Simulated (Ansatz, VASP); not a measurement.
## LiF: VASP beside Ansatz

```
Li F
1.0
     2.53404    0.01778    0.01778
     0.01778    2.53404    0.01778
     0.01778    0.01778    2.53404
Li F
1 1
Direct
  0.00000 0.00000 0.00000
  0.50000 0.50000 0.50000
```

Change from the starting cell: shear_111 strain +2.1%.

Alike in both runs: task single point; functional PBE; k mesh 10 × 10 × 10; occupations fermi-dirac, width 0.02 eV; no spin polarisation.

|  | VASP | Ansatz |
| --- | --- | --- |
| version | VASP 6.6.1 | Ansatz 0.2.0 |
| potentials or method | VASP PAW PBE potentials, release 64 (Li_sv, F) | plane waves, PAW |
| plane-wave cutoff (eV) | 520 | 420 |
| valence electrons in the cell | 10 | 10 |

```tsv
	VASP	Ansatz	Ansatz less VASP
gap on the k mesh at the Fermi level (eV)	7.77	7.76	-0.011
```

Noted on VASP's run: the cutoff is under 1.25 times that of the potentials, so the pressure is a little rough.
